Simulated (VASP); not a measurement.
# MgO (Fm-3m) in VASP: further runs

MgO is run at these levels: r2SCAN; tasks: single point.

All numbers are computed with VASP 6.6.1; they aren't measurements. Logs are shortened: lines on timing, memory, paths and dates and some standing lists are left out, and cuts for length are marked.

**1. The cell of the first run**

The structure is cubic, space group Fm-3m (No. 225). The conventional cell has a = 4.275 Å, b = 4.275 Å, c = 4.275 Å, α = 90.00°, β = 90.00°, γ = 90.00°. Mg (site symmetry m-3m) has 6 O at 2.14 Å within 2.8 Å. O (site symmetry m-3m) has 6 Mg at 2.14 Å within 2.8 Å.

**2. Single point, r2SCAN**

Contents of POSCAR:

```
MgO
1.0
    0.0000000000      2.1375000000      2.1375000000
    2.1375000000      0.0000000000      2.1375000000
    2.1375000000      2.1375000000      0.0000000000
Mg O
1 1
Direct
    0.0000000000      0.0000000000      0.0000000000
    0.5000000000      0.5000000000      0.5000000000
```

Contents of INCAR.step1:

```
PREC = Accurate ; ENCUT = 920
ISMEAR = -1 ; SIGMA = 0.02
LREAL = False ; LASPH = True
NELM = 120 ; NBANDS = 15
GGA = PE ; ALGO = Normal
EDIFF = 1E-5 ; LWAVE = True
LCHARG = False ; GGA_COMPAT = False
```

Contents of INCAR.step2:

```
PREC = Accurate ; ENCUT = 920
EDIFF = 1E-6 ; ISMEAR = -1
SIGMA = 0.02 ; LREAL = False
LASPH = True ; NELM = 120
ALGO = Normal ; ISIF = 2
LWAVE = False ; LCHARG = False
METAGGA = R2SCAN ; LMIXTAU = True
NBANDS = 15 ; ISTART = 1
GGA_COMPAT = False
```

Contents of KPOINTS:

```
Automatic mesh
0
Gamma
  5 5 5
```

Potentials or basis: VASP PAW PBE potentials, release 64 (Mg_sv, O).

The run is started by

```
cat potpaw_PBE.64/Mg_sv/POTCAR potpaw_PBE.64/O/POTCAR > POTCAR
cp INCAR.step1 INCAR
mpirun -np 1 vasp_std > vasp.out
cp INCAR.step2 INCAR
mpirun -np 1 vasp_std > vasp.out
```

OUTCAR:

```text
PREC = Accurate
   ENCUT = 920
   EDIFF = 1E-6
   ISMEAR = -1
   LREAL = False
   LASPH = True
   NELM = 120
   ISIF = 2
   METAGGA = R2SCAN
   ISTART = 1

 ion  position               nearest neighbor table
   1  0.000  0.000  0.000-
   2  0.500  0.500  0.500-

  LATTYP: Found a face centered cubic cell.
 ALAT       =     4.2750000000

  Lattice vectors:

 A1 = (   0.0000000000,   2.1375000000,   2.1375000000)
 A2 = (   2.1375000000,   0.0000000000,   2.1375000000)
 A3 = (   2.1375000000,   2.1375000000,   0.0000000000)

Analysis of symmetry for initial positions (statically):
=====================================================================
 Subroutine PRICEL returns:
 Original cell was already a primitive cell.

 Routine SETGRP: Setting up the symmetry group for a
 face centered cubic supercell.

 Subroutine GETGRP returns: Found 48 space group operations
 (whereof 48 operations were pure point group operations)
 out of a pool of 48 trial point group operations.

The static configuration has the point symmetry O_h .

Analysis of symmetry for dynamics (positions and initial velocities):
=====================================================================
 Subroutine PRICEL returns:
 Original cell was already a primitive cell.

 Routine SETGRP: Setting up the symmetry group for a
 face centered cubic supercell.

 Subroutine GETGRP returns: Found 48 space group operations
 (whereof 48 operations were pure point group operations)
 out of a pool of 48 trial point group operations.

The dynamic configuration has the point symmetry O_h .

 Subroutine INISYM returns: Found 48 space group operations
 (whereof 48 operations are pure point group operations),
 and found     1 'primitive' translations

----------------------------------------------------------------------------------------

                                     Primitive cell

  volume of cell :      19.5321

  direct lattice vectors                    reciprocal lattice vectors
     0.000000000  2.137500000  2.137500000    -0.233918129  0.233918129  0.233918129
     2.137500000  0.000000000  2.137500000     0.233918129 -0.233918129  0.233918129
     2.137500000  2.137500000  0.000000000     0.233918129  0.233918129 -0.233918129

  length of vectors
     3.022881490  3.022881490  3.022881490     0.405158084  0.405158084  0.405158084

  position of ions in fractional coordinates (direct lattice)
     0.000000000  0.000000000  0.000000000
     0.500000000  0.500000000  0.500000000

  ion indices of the primitive-cell ions
   primitive index   ion index
                 1           1
                 2           2

----------------------------------------------------------------------------------------

 KPOINTS: Automatic mesh

Automatic generation of k-mesh.
 Grid dimensions read from file:
 generate k-points for:    5    5    5

 Generating k-lattice:

  Cartesian coordinates                     Fractional coordinates (reciprocal lattice)
    -0.046783626  0.046783626  0.046783626     0.200000000  0.000000000  0.000000000
     0.046783626 -0.046783626  0.046783626     0.000000000  0.200000000  0.000000000
     0.046783626  0.046783626 -0.046783626     0.000000000  0.000000000  0.200000000

  Length of vectors
     0.081031617  0.081031617  0.081031617

  Shift w.r.t. Gamma in fractional coordinates (k-lattice)
     0.000000000  0.000000000  0.000000000

 Subroutine IBZKPT returns following result:
 ===========================================

 Found     10 irreducible k-points:

 Following reciprocal coordinates:
            Coordinates               Weight
  0.000000  0.000000  0.000000      1.000000
  0.200000  0.000000  0.000000      8.000000
  0.400000  0.000000  0.000000      8.000000
  0.200000  0.200000  0.000000      6.000000
  0.400000  0.200000  0.000000     24.000000
 -0.400000  0.200000  0.000000     24.000000
 -0.200000  0.200000  0.000000     12.000000
  0.400000  0.400000  0.000000      6.000000
 -0.400000  0.400000  0.000000     12.000000
 -0.400000  0.400000  0.200000     24.000000
   k-points           NKPTS =     10   k-points in BZ     NKDIM =     10   number of bands    NBANDS=     15
   number of dos      NEDOS =    301   number of ions     NIONS =      2
   total plane-waves  NPLWV =  27000
   dimension x,y,z NGX =    30 NGY =   30 NGZ =   30
   dimension x,y,z NGXF=    60 NGYF=   60 NGZF=   60
   ions per type =               1   1
   NGX,Y,Z   is equivalent  to a cutoff of  16.50, 16.50, 16.50 a.u.
   NGXF,Y,Z  is equivalent  to a cutoff of  33.00, 33.00, 33.00 a.u.
 SYSTEM =  unknown system
   PREC   = accura    normal or accurate (medium, high low for compatibility)
   ISTART =      1    job   : 0-new  1-cont  2-samecut
   ICHARG =      0    charge: 1-file 2-atom 10-const
   ISPIN  =      1    spin polarized calculation?
   LNONCOLLINEAR =      F non collinear calculations
   LSORBIT =      F    spin-orbit coupling
   LASPH  =      T    aspherical Exc in radial PAW
   ENCUT  =  920.0 eV  67.62 Ry    8.22 a.u.   7.48  7.48  7.48*2*pi/ulx,y,z
   NELM   =    120;   NELMIN=  2; NELMDL=  0     # of ELM steps
   EDIFF  = 0.1E-05   stopping-criterion for ELM
   LREAL  =      F    real-space projection
   EDIFFG = 0.1E-04   stopping-criterion for IOM
   NSW    =      0    number of steps for IOM
   IBRION =     -1    ionic relax: 0-MD 1-quasi-New 2-CG
   NFREE  =      0    steps in history (QN), initial steepest desc. (CG)
   ISIF   =      2    stress and relaxation
   ISYM   =      2    0-nonsym 1-usesym 2-fastsym
   POTIM  = 0.5000    time-step for ionic-motion
   TEBEG  =    0.0;   TEEND  =   0.0 temperature during run
   PSTRESS=    0.0 pullay stress
   NELECT =      16.0000    total number of electrons
   NUPDOWN=      -1.0000    fix difference up-down
   EMIN   =  10.00;   EMAX   =-10.00  energy-range for DOS
   EFERMI =   0.00;   METHOD = LEGACY
   ISMEAR =    -1;   SIGMA  =   0.02  broadening in eV -4-tet -1-fermi 0-gaus
   EFERMI_NEDOS =   21; number of points for ismear=-14 and -15
   IALGO  =     38    algorithm
   IMIX   =      4    mixing-type and parameters
     AMIX     =   0.40;   BMIX     =  1.00
     AMIX_MAG =   1.60;   BMIX_MAG =  1.00
  volume/ion in A,a.u.               =       9.77        65.90
  Fermi-wavevector in a.u.,A,eV,Ry     =   1.531788  2.894660 31.924369  2.346375
  Thomas-Fermi vector in A             =   2.639084
   LORBIT       =      0    0 simple, 1 ext, 2 COOP (PROOUT), +10 PAW based schemes
   METAGGA = R2SCAN    functional components
   LHFCALC =     F    Hartree Fock is set to
   AEXX    =    0.0000 exact exchange contribution
   IVDW    =     0    specifies the selected vdW correction
   LEPSILON=     F    determine dielectric tensor
   LRPA    =     F    only Hartree local field effects (RPA)
 non-spin polarized calculation
  energy-cutoff  :      920.00
  volume of cell :       19.53
 maximum number of plane-waves:      1251
 NGX is ok and might be reduce to    30
   NGX = 15   NGY = 15   NGZ = 15

 number of electron      15.9999993 magnetization

 Free energy of the ion-electron system (eV)
  ---------------------------------------------------
  ext. energy  EPLUGINS =         0.00000000
  ---------------------------------------------------
  free energy    TOTEN  =       -16.13429057 eV

  energy without entropy =      -16.13429057  energy(sigma->0) =      -16.13429057

 E-fermi :   2.6866     XC(G=0): -11.7965

 val. band max:        2.2040790336   @ k =   0.0000   0.0000   0.0000
 cond. band min:       7.4115098710   @ k =   0.0000   0.0000   0.0000
 fundamental gap:      5.2074308375
 Fermi energy:         2.6865983781

 k-point     1 :       0.0000    0.0000    0.0000
  band No.  band energies     occupation
      1     -72.9415      2.00000
      2     -38.0312      2.00000
      3     -38.0312      2.00000
      4     -38.0312      2.00000
      5     -15.7644      2.00000
      6       2.2041      2.00000
      7       2.2041      2.00000
      8       2.2041      2.00000
      9       7.4115      0.00000
     10      18.7991      0.00000
     11      18.7991      0.00000
     12      18.7991      0.00000
     13      22.7762      0.00000
     14      24.5662      0.00000
     15      24.5662      0.00000

 k-point     2 :       0.2000    0.0000    0.0000
  band No.  band energies     occupation
      1     -72.9393      2.00000
      2     -38.0558      2.00000
      3     -38.0337      2.00000
      4     -38.0337      2.00000
      5     -15.3982      2.00000
      6       0.3240      2.00000
      7       1.9762      2.00000
      8       1.9762      2.00000
      9       9.2389      0.00000
     10      16.0382      0.00000
     11      19.5078      0.00000
     12      19.5078      0.00000
     13      23.1089      0.00000
     14      23.1089      0.00000
     15      25.3210      0.00000

 k-point     3 :       0.4000    0.0000    0.0000
  band No.  band energies     occupation
      1     -72.9357      2.00000
      2     -38.0951      2.00000
      3     -38.0375      2.00000
      4     -38.0375      2.00000
      5     -14.7270      2.00000
      6      -1.8635      2.00000
      7       1.6337      2.00000
      8       1.6337      2.00000
      9      10.6657      0.00000
     10      15.3625      0.00000
     11      19.3653      0.00000
     12      19.3653      0.00000
     13      24.2044      0.00000
     14      24.8677      0.00000
     15      24.8677      0.00000
[... 91 lines left out ...]
 k-point     9 :      -0.4000    0.4000    0.0000
  band No.  band energies     occupation
      1     -72.9331      2.00000
      2     -38.0833      2.00000
      3     -38.0654      2.00000
      4     -38.0508      2.00000
      5     -14.3745      2.00000
      6      -1.3222      2.00000
      7      -0.0239      2.00000
      8       1.0304      2.00000
      9      12.8526      0.00000
     10      14.1565      0.00000
     11      15.6422      0.00000
     12      21.1963      0.00000
     13      21.3451      0.00000
     14      29.4101      0.00000
     15      29.5905      0.00000

 k-point    10 :      -0.4000    0.4000    0.2000
  band No.  band energies     occupation
      1     -72.9334      2.00000
      2     -38.0805      2.00000
      3     -38.0642      2.00000
      4     -38.0503      2.00000
      5     -14.4266      2.00000
      6      -1.1208      2.00000
      7      -0.0539      2.00000
      8       0.8829      2.00000
      9      13.9198      0.00000
     10      14.1169      0.00000
     11      15.6226      0.00000
     12      19.4096      0.00000
     13      23.5309      0.00000
     14      25.6325      0.00000
     15      30.4521      0.00000

------------------------ aborting loop because EDIFF is reached ----------------------------------------

  FORCE on cell =-STRESS in cart. coord.  units (eV):
  Direction    XX          YY          ZZ          XY          YZ          ZX
  --------------------------------------------------------------------------------------
  -------------------------------------------------------------------------------------
  Total       -0.8449292     -0.8449292     -0.8449292      0.0000000      0.0000000     -0.0000000
  in kB      -69.3078691    -69.3078691    -69.3078691      0.0000000      0.0000000     -0.0000000
  external PRESSURE =     -69.3078691 kB  Pullay stress =       0.0000000 kB

 VOLUME and BASIS-vectors are now :
 -----------------------------------------------------------------------------
  energy-cutoff  :      920.00
  volume of cell :       19.53
      direct lattice vectors                 reciprocal lattice vectors
     0.000000000  2.137500000  2.137500000    -0.233918129  0.233918129  0.233918129
     2.137500000  0.000000000  2.137500000     0.233918129 -0.233918129  0.233918129
     2.137500000  2.137500000  0.000000000     0.233918129  0.233918129 -0.233918129

 POSITION                                       TOTAL-FORCE (eV/Angst)
 -----------------------------------------------------------------------------------
      0.00000      0.00000      0.00000         0.000000      0.000000      0.000000
      2.13750      2.13750      2.13750        -0.000000     -0.000000     -0.000000
 -----------------------------------------------------------------------------------
    total drift:                                0.000000      0.000000      0.000000

  FREE ENERGIE OF THE ION-ELECTRON SYSTEM (eV)
  ---------------------------------------------------
  free  energy   TOTEN  =       -16.1342905693 eV

  energy  without entropy=      -16.1342905693  energy(sigma->0) =      -16.13429057
```

It took 36 s on 1 thread of Intel Xeon Platinum 8259CL at 2.50GHz (Skylake/Cascade Lake), shared host; peak memory 0.16 GiB.

What came out:

* Free energy: -16.1343 eV
* Pressure: -6.9 GPa
* Band gap on the k mesh: 5.21 eV

Levels at points of the mesh, in eV from the valence-band top:
| k point | band 4 | band 5 | band 6 | band 7 | band 8 | band 9 | band 10 | band 11 | band 12 | band 13 |
| --- | --- | --- | --- | --- | --- | --- | --- | --- | --- | --- |
| (0.00, 0.00, 0.00) | -40.24 | -17.97 | 0.00 | 0.00 | 0.00 | 5.21 | 16.59 | 16.59 | 16.59 | 20.57 |

Caveat: the k points lie up to 0.51 Å⁻¹ apart; the PAW data sets were made with another functional, which shifts forces and pressure a little.

**3. Single point, r2SCAN**

POSCAR is that of step 2.

Contents of INCAR.step1:

```
PREC = Accurate
ENCUT = 920
ISMEAR = 0
SIGMA = 0.01
LREAL = F
LASPH = T
NELM = 120
NBANDS = 15
GGA = PE
ALGO = Normal
EDIFF = 1E-5
LWAVE = T
LCHARG = F
GGA_COMPAT = F
```

Contents of INCAR.step2:

```
PREC = Accurate
ENCUT = 920
EDIFF = 1E-6
ISMEAR = 0
SIGMA = 0.01
LREAL = F
LASPH = T
NELM = 120
ALGO = Normal
ISIF = 2
LWAVE = F
LCHARG = F
METAGGA = R2SCAN
LMIXTAU = T
NBANDS = 15
ISTART = 1
GGA_COMPAT = F
```

Contents of KPOINTS:

```
regular mesh
0
Gamma
  9 9 9
```

Potentials or basis: VASP PAW PBE potentials, release 64 (Mg_sv, O).

The run is started by

```
cat potpaw_PBE.64/Mg_sv/POTCAR potpaw_PBE.64/O/POTCAR > POTCAR
cp INCAR.step1 INCAR
mpirun -np 1 vasp_std > vasp.out
cp INCAR.step2 INCAR
mpirun -np 1 vasp_std > vasp.out
```

It took 87 s on 1 thread of Intel Xeon Platinum 8259CL at 2.50GHz (Skylake/Cascade Lake), shared host; peak memory 0.18 GiB.

It converged, with:

```yaml
Free_energy: -16.1359 eV
Pressure: -6.9 GPa
Band_gap_on_the_k_mesh: 5.21 eV
```

Levels at points of the mesh, in eV from the valence-band top:
```
           k point  band 5  band 6  band 7  band 8  band 9  band 10  band 11  band 12
(0.00, 0.00, 0.00)  -17.97    0.00    0.00    0.00    5.21    16.60    16.60    16.60
```

Caveat: the cell stands under tension; the PAW data sets were made with another functional, which shifts forces and pressure a little. r2SCAN opens gaps a little over a GGA but as a rule still falls short of measured ones.
